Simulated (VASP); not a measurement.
Here is a VASP 6.6.1 calculation.

Contents of INCAR:

```
PREC = Accurate
ENCUT = 520
EDIFF = 1E-7
ISMEAR = 0
SIGMA = 0.2
LREAL = F
LASPH = T
NELM = 80
ALGO = Normal
ISIF = 2
LWAVE = F
LCHARG = F
GGA = PE
NBANDS = 28
```

The input KPOINTS:

```
regular mesh
0
Gamma
  6 6 6
```

Contents of POSCAR:

```
Li3TiO3
1.0
    4.0562106772      0.0000343479     -0.0000765209
    0.0000329109      4.0561354948      0.0001798209
   -0.0000778061      0.0001826576      4.0562341860
Li Ti O
3 1 3
Direct
    0.0000022825      0.4999903308      0.4999925231
    0.4999962758      0.9999945165      0.5000031651
    0.5000021297      0.5000023027     -0.0000072334
   -0.0000047431      1.0000067684      0.0000067881
    0.5000004757     -0.0000003569      0.0000001197
    0.0000005741      0.5000059260      0.0000075835
    0.0000030053      0.0000005126      0.4999970540
```

Potentials or basis: VASP PAW PBE potentials, release 64 (Li_sv, Ti_sv, O).

Command:

```bash
$ cat potpaw_PBE.64/Li_sv/POTCAR potpaw_PBE.64/Ti_sv/POTCAR potpaw_PBE.64/O/POTCAR > POTCAR
$ mpirun -np 1 vasp_std > vasp.out
```

(1) What does it give for the band gap on the k mesh?

Results:

(1) zero (an odd number of electrons rules out a gap without spin polarisation).

Caveat: an odd number of electrons without spin polarisation forces a metal; a magnetic or distorted state may lie lower.
